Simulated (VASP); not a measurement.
# KNaICl (Pmmm) in VASP: a series of runs

Runs on KNaICl. Level: LDA. Tasks: single point.

Everything below comes from runs of VASP 6.6.1. Logs are shortened: lines on timing, memory, paths and dates and some standing lists are left out, and cuts for length are marked.

### 1 The cell of the first run

Symmetry: Pmmm, No. 47, orthorhombic system. Conventional cell: a = 4.004 Å, b = 4.637 Å, c = 6.499 Å, α = 90.00°, β = 90.00°, γ = 90.00°. K (site symmetry mmm) has 4 Cl at 3.06 Å and 2 I at 3.25 Å within 4.0 Å. Within 4.0 Å of Na (site symmetry mmm) lie 4 I at 3.06 Å and 2 Cl at 3.25 Å. I (site symmetry mmm) has 4 Na at 3.06 Å and 2 K at 3.25 Å within 4.0 Å. Cl (site symmetry mmm) has 4 K at 3.06 Å and 2 Na at 3.25 Å within 4.0 Å.

### 2 Single point, LDA

Contents of INCAR:

```
ALGO = Normal
EDIFF = 1E-6
ENCUT = 520
GGA = CA
ISIF = 2
ISMEAR = 0
LASPH = True
LCHARG = True
LELF = True
LREAL = False
LVHAR = True
LWAVE = False
NBANDS = 23
NELM = 100
PREC = Accurate
SIGMA = 0.05
```

Contents of KPOINTS:

```
k-points
0
Gamma
  6 6 4
```

Contents of POSCAR:

```
KNaICl
1.0
    4.0037590569      0.0000000000      0.0000000000
    0.0000000000      4.6371367171      0.0000000000
    0.0000000000      0.0000000000      6.4994237378
K Na I Cl
1 1 1 1
Direct
    0.5000000000      0.5000000000      0.5000000000
    0.0000000000      0.0000000000      0.0000000000
    0.5000000000      0.5000000000      0.0000000000
    0.0000000000      0.0000000000      0.5000000000
```

Potentials or basis: VASP PAW LDA potentials, release 64 (K_sv, Na_pv, I, Cl).

Run with:

```
$ cat potpaw_LDA.64/K_sv/POTCAR potpaw_LDA.64/Na_pv/POTCAR potpaw_LDA.64/I/POTCAR potpaw_LDA.64/Cl/POTCAR > POTCAR
$ mpirun -np 1 vasp_std > vasp.out
```

OUTCAR:

```text
EDIFF = 1E-6
   ENCUT = 520
   GGA = CA
   ISIF = 2
   ISMEAR = 0
   LASPH = True
   LREAL = False
   NELM = 100
   PREC = Accurate

 ion  position               nearest neighbor table
   1  0.500  0.500  0.500-   4 3.06   4 3.06   4 3.06   4 3.06   3 3.25   3 3.25
   2  0.000  0.000  0.000-   3 3.06   3 3.06   3 3.06   3 3.06
   3  0.500  0.500  0.000-   2 3.06   2 3.06   2 3.06   2 3.06   1 3.25   1 3.25
   4  0.000  0.000  0.500-   1 3.06   1 3.06   1 3.06   1 3.06

  LATTYP: Found a simple orthorhombic cell.
 ALAT       =     4.0037590569
 B/A-ratio  =     1.1581957483
 C/A-ratio  =     1.6233303866

  Lattice vectors:

 A1 = (   4.0037590569,   0.0000000000,   0.0000000000)
 A2 = (   0.0000000000,   4.6371367171,   0.0000000000)
 A3 = (   0.0000000000,   0.0000000000,   6.4994237378)

Analysis of symmetry for initial positions (statically):
=====================================================================
 Subroutine PRICEL returns:
 Original cell was already a primitive cell.

 Routine SETGRP: Setting up the symmetry group for a
 simple orthorhombic supercell.

 Subroutine GETGRP returns: Found  8 space group operations
 (whereof  8 operations were pure point group operations)
 out of a pool of  8 trial point group operations.

The static configuration has the point symmetry D_2h.

Analysis of symmetry for dynamics (positions and initial velocities):
=====================================================================
 Subroutine PRICEL returns:
 Original cell was already a primitive cell.

 Routine SETGRP: Setting up the symmetry group for a
 simple orthorhombic supercell.

 Subroutine GETGRP returns: Found  8 space group operations
 (whereof  8 operations were pure point group operations)
 out of a pool of  8 trial point group operations.

The dynamic configuration has the point symmetry D_2h.

 Subroutine INISYM returns: Found  8 space group operations
 (whereof  8 operations are pure point group operations),
 and found     1 'primitive' translations

----------------------------------------------------------------------------------------

                                     Primitive cell

  volume of cell :     120.6682

  direct lattice vectors                    reciprocal lattice vectors
     4.003759057  0.000000000  0.000000000     0.249765280  0.000000000  0.000000000
     0.000000000  4.637136717  0.000000000     0.000000000  0.215650316  0.000000000
     0.000000000  0.000000000  6.499423738     0.000000000  0.000000000  0.153859794

  length of vectors
     4.003759057  4.637136717  6.499423738     0.249765280  0.215650316  0.153859794

  position of ions in fractional coordinates (direct lattice)
     0.500000000  0.500000000  0.500000000
     0.000000000  0.000000000  0.000000000
     0.500000000  0.500000000  0.000000000
     0.000000000  0.000000000  0.500000000

  ion indices of the primitive-cell ions
   primitive index   ion index
                 1           1
                 2           2
                 3           3
                 4           4

----------------------------------------------------------------------------------------

 KPOINTS: k-points

Automatic generation of k-mesh.
 Grid dimensions read from file:
 generate k-points for:    6    6    4

 Generating k-lattice:

  Cartesian coordinates                     Fractional coordinates (reciprocal lattice)
     0.041627547  0.000000000  0.000000000     0.166666667  0.000000000  0.000000000
     0.000000000  0.035941719  0.000000000     0.000000000  0.166666667  0.000000000
     0.000000000  0.000000000  0.038464949     0.000000000  0.000000000  0.250000000

  Length of vectors
     0.041627547  0.035941719  0.038464949

  Shift w.r.t. Gamma in fractional coordinates (k-lattice)
     0.000000000  0.000000000  0.000000000

 Subroutine IBZKPT returns following result:
 ===========================================

 Found     48 irreducible k-points:

 Following reciprocal coordinates:
            Coordinates               Weight
  0.000000  0.000000  0.000000      1.000000
  0.166667  0.000000  0.000000      2.000000
  0.333333  0.000000  0.000000      2.000000
  0.500000  0.000000  0.000000      1.000000
  0.000000  0.166667  0.000000      2.000000
  0.166667  0.166667  0.000000      4.000000
[... 16 lines left out ...]
  0.333333  0.166667  0.250000      8.000000
  0.500000  0.166667  0.250000      4.000000
 [... further k-points ...]
   k-points           NKPTS =     48   k-points in BZ     NKDIM =     48   number of bands    NBANDS=     23
   number of dos      NEDOS =    301   number of ions     NIONS =      4
   total plane-waves  NPLWV =  51840
   dimension x,y,z NGX =    30 NGY =   36 NGZ =   48
   dimension x,y,z NGXF=    60 NGYF=   72 NGZF=   96
   ions per type =               1   1   1   1
   NGX,Y,Z   is equivalent  to a cutoff of  12.46, 12.91, 12.28 a.u.
   NGXF,Y,Z  is equivalent  to a cutoff of  24.91, 25.81, 24.56 a.u.
 SYSTEM =  unknown system
   PREC   = accura    normal or accurate (medium, high low for compatibility)
   ISTART =      0    job   : 0-new  1-cont  2-samecut
   ICHARG =      2    charge: 1-file 2-atom 10-const
   ISPIN  =      1    spin polarized calculation?
   LNONCOLLINEAR =      F non collinear calculations
   LSORBIT =      F    spin-orbit coupling
   LASPH  =      T    aspherical Exc in radial PAW
   ENCUT  =  520.0 eV  38.22 Ry    6.18 a.u.   7.44  8.62 12.08*2*pi/ulx,y,z
   NELM   =    100;   NELMIN=  2; NELMDL= -5     # of ELM steps
   EDIFF  = 0.1E-05   stopping-criterion for ELM
   LREAL  =      F    real-space projection
   EDIFFG = 0.1E-04   stopping-criterion for IOM
   NSW    =      0    number of steps for IOM
   IBRION =     -1    ionic relax: 0-MD 1-quasi-New 2-CG
   NFREE  =      0    steps in history (QN), initial steepest desc. (CG)
   ISIF   =      2    stress and relaxation
   ISYM   =      2    0-nonsym 1-usesym 2-fastsym
   POTIM  = 0.5000    time-step for ionic-motion
   TEBEG  =    0.0;   TEEND  =   0.0 temperature during run
   PSTRESS=    0.0 pullay stress
   NELECT =      30.0000    total number of electrons
   NUPDOWN=      -1.0000    fix difference up-down
   EMIN   =  10.00;   EMAX   =-10.00  energy-range for DOS
   EFERMI =   0.00;   METHOD = LEGACY
   ISMEAR =     0;   SIGMA  =   0.05  broadening in eV -4-tet -1-fermi 0-gaus
   EFERMI_NEDOS =   21; number of points for ismear=-14 and -15
   IALGO  =     38    algorithm
   IMIX   =      4    mixing-type and parameters
     AMIX     =   0.40;   BMIX     =  1.00
     AMIX_MAG =   1.60;   BMIX_MAG =  1.00
  volume/ion in A,a.u.               =      30.17       203.58
  Fermi-wavevector in a.u.,A,eV,Ry     =   1.029400  1.945285 14.417621  1.059665
  Thomas-Fermi vector in A             =   2.163446
   LORBIT       =      0    0 simple, 1 ext, 2 COOP (PROOUT), +10 PAW based schemes
   GGA     = CA    functional components
   LHFCALC =     F    Hartree Fock is set to
   AEXX    =    0.0000 exact exchange contribution
   IVDW    =     0    specifies the selected vdW correction
   LEPSILON=     F    determine dielectric tensor
   LRPA    =     F    only Hartree local field effects (RPA)
 non-spin polarized calculation
 Gauss-broadening in eV      SIGMA  =   0.05
  energy-cutoff  :      520.00
  volume of cell :      120.67
 maximum number of plane-waves:      3288
 NGX is ok and might be reduce to    30
   NGX = 15   NGY = 17   NGZ = 25

 number of electron      29.9999998 magnetization

 Free energy of the ion-electron system (eV)
  ---------------------------------------------------
  ext. energy  EPLUGINS =         0.00000000
  ---------------------------------------------------
  free energy    TOTEN  =       -13.15904737 eV

  energy without entropy =      -13.15904737  energy(sigma->0) =      -13.15904737

 E-fermi :   0.6004     XC(G=0):  -8.4025

 val. band max:        0.3703964857   @ k =   0.0000   0.5000   0.0000
 cond. band min:       3.7761897271   @ k =   0.0000   0.0000   0.0000
 fundamental gap:      3.4057932414
 Fermi energy:         0.6004315826

 k-point     1 :       0.0000    0.0000    0.0000
  band No.  band energies     occupation
      1     -27.3838      2.00000
      2     -22.2258      2.00000
      3     -22.2180      2.00000
      4     -22.2040      2.00000
      5     -12.5793      2.00000
      6     -11.2740      2.00000
[... 15 lines left out ...]
     22       8.4400      0.00000
     23       9.0300      0.00000

 k-point     2 :       0.1667    0.0000    0.0000
  band No.  band energies     occupation
      1     -27.3803      2.00000
      2     -22.2289      2.00000
      3     -22.2174      2.00000
      4     -22.2038      2.00000
      5     -12.6203      2.00000
      6     -11.2669      2.00000
[... 15 lines left out ...]
     22       8.6810      0.00000
     23       8.9580      0.00000

 k-point     3 :       0.3333    0.0000    0.0000
  band No.  band energies     occupation
      1     -27.3734      2.00000
      2     -22.2352      2.00000
      3     -22.2162      2.00000
      4     -22.2033      2.00000
      5     -12.7006      2.00000
      6     -11.2529      2.00000
[... 15 lines left out ...]
     22       8.5599      0.00000
     23       8.6941      0.00000

 k-point     4 :       0.5000    0.0000    0.0000
  band No.  band energies     occupation
      1     -27.3699      2.00000
      2     -22.2383      2.00000
      3     -22.2157      2.00000
      4     -22.2031      2.00000
      5     -12.7401      2.00000
      6     -11.2458      2.00000
[... 15 lines left out ...]
     22       8.3387      0.00000
     23       8.5451      0.00000

 k-point     5 :       0.0000    0.1667    0.0000
  band No.  band energies     occupation
      1     -27.3830      2.00000
      2     -22.2256      2.00000
      3     -22.2191      2.00000
      4     -22.2040      2.00000
      5     -12.6545      2.00000
      6     -11.2717      2.00000
[... 15 lines left out ...]
     22       8.5560      0.00000
     23       9.0460      0.00000

 k-point     6 :       0.1667    0.1667    0.0000
  band No.  band energies     occupation
      1     -27.3796      2.00000
      2     -22.2287      2.00000
      3     -22.2185      2.00000
      4     -22.2038      2.00000
      5     -12.6585      2.00000
      6     -11.2649      2.00000
[... 15 lines left out ...]
     22       8.7080      0.00000
     23       8.8331      0.00000

 k-point     7 :       0.3333    0.1667    0.0000
  band No.  band energies     occupation
      1     -27.3727      2.00000
      2     -22.2348      2.00000
      3     -22.2172      2.00000
      4     -22.2033      2.00000
      5     -12.6740      2.00000
      6     -11.2512      2.00000
[... 353 lines left out ...]
     22       8.6883      0.00000
     23       8.8492      0.00000

 k-point    21 :       0.0000    0.1667    0.2500
  band No.  band energies     occupation
      1     -27.3829      2.00000
      2     -22.2256      2.00000
      3     -22.2191      2.00000
      4     -22.2041      2.00000
      5     -12.6511      2.00000
      6     -11.5139      2.00000
[... 15 lines left out ...]
     22       8.9228      0.00000
     23       9.0740      0.00000

 k-point    22 :       0.1667    0.1667    0.2500
  band No.  band energies     occupation
      1     -27.3795      2.00000
      2     -22.2287      2.00000
      3     -22.2185      2.00000
      4     -22.2038      2.00000
      5     -12.6556      2.00000
      6     -11.4843      2.00000
[... 15 lines left out ...]
     22       8.6500      0.00000
     23       8.8901      0.00000

 k-point    23 :       0.3333    0.1667    0.2500
  band No.  band energies     occupation
      1     -27.3727      2.00000
      2     -22.2348      2.00000
      3     -22.2172      2.00000
      4     -22.2034      2.00000
      5     -12.6720      2.00000
      6     -11.4300      2.00000
[... 15 lines left out ...]
     22       9.1506      0.00000
     23       9.4592      0.00000

 k-point    24 :       0.5000    0.1667    0.2500
  band No.  band energies     occupation
      1     -27.3692      2.00000
      2     -22.2379      2.00000
      3     -22.2165      2.00000
      4     -22.2031      2.00000
      5     -12.6839      2.00000
      6     -11.4053      2.00000
[... 15 lines left out ...]
     22       9.4600      0.00000
     23       9.6580      0.00000

 [... further k-points ...]
[... 5 lines left out ...]
  --------------------------------------------------------------------------------------
  -------------------------------------------------------------------------------------
  Total        1.1741876     -0.8499294     -0.0654824      0.0000000      0.0000000      0.0000000
  in kB       15.5903331    -11.2849789     -0.8694459      0.0000000      0.0000000      0.0000000
  external PRESSURE =       1.1453028 kB  Pullay stress =       0.0000000 kB

 VOLUME and BASIS-vectors are now :
 -----------------------------------------------------------------------------
  energy-cutoff  :      520.00
  volume of cell :      120.67
      direct lattice vectors                 reciprocal lattice vectors
     4.003759057  0.000000000  0.000000000     0.249765280  0.000000000  0.000000000
     0.000000000  4.637136717  0.000000000     0.000000000  0.215650316  0.000000000
     0.000000000  0.000000000  6.499423738     0.000000000  0.000000000  0.153859794

 POSITION                                       TOTAL-FORCE (eV/Angst)
 -----------------------------------------------------------------------------------
      2.00188      2.31857      3.24971         0.000000      0.000000      0.000000
      0.00000      0.00000      0.00000         0.000000      0.000000      0.000000
      2.00188      2.31857      0.00000         0.000000      0.000000      0.000000
      0.00000      0.00000      3.24971         0.000000      0.000000      0.000000
 -----------------------------------------------------------------------------------
    total drift:                                0.000000      0.000000      0.000000

  FREE ENERGIE OF THE ION-ELECTRON SYSTEM (eV)
  ---------------------------------------------------
  free  energy   TOTEN  =       -13.1590473651 eV

  energy  without entropy=      -13.1590473651  energy(sigma->0) =      -13.15904737
```

It took 56 s on 1 thread of AMD EPYC 9R45 (Zen 5), shared host; peak memory 0.25 GiB.

Results:

- Free energy: -13.1590 eV
- Pressure: 0.1 GPa
- Band gap on the k mesh: 3.41 eV, indirect (least direct gap 3.42 eV)

Levels at points of the mesh, in eV from the valence-band top:
```
           k point  band 11  band 12  band 13  band 14  band 15  band 16  band 17  band 18  band 19  band 20
(0.00, 0.00, 0.00)    -1.37    -0.87    -0.81    -0.61    -0.02     3.41     4.96     6.04     6.61     7.20
(0.50, 0.00, 0.00)    -1.97    -1.49    -1.47    -0.84    -0.80     5.55     5.58     6.84     7.25     7.32
(0.00, 0.50, 0.00)    -1.89    -1.61    -1.10    -0.99     0.00     5.82     5.93     6.65     7.03     8.41
(0.50, 0.50, 0.00)    -2.02    -1.34    -1.25    -1.21    -0.66     4.23     4.82     5.14     7.04     8.85
(0.00, 0.00, 0.50)    -1.61    -1.18    -1.12    -0.78    -0.09     4.43     5.53     6.02     6.20     8.12
(0.50, 0.00, 0.50)    -2.17    -1.49    -1.12    -1.00    -0.82     5.04     5.17     7.02     7.76     8.61
(0.00, 0.50, 0.50)    -2.25    -1.09    -1.07    -0.99    -0.02     4.89     5.82     7.50     7.90     8.24
(0.50, 0.50, 0.50)    -1.82    -1.54    -1.42    -1.36    -1.11     4.96     6.40     6.80     6.92     6.96
```

Caveat: the cell differs from its parent crystal (strain +e along x and -e along y -0.0733, strain +e along z and -e/2 along x and y +0.0000); spin-orbit coupling is left out, which moves the levels of the heavy elements. A k mesh can miss the band edges.

[end of part 1 of 2]
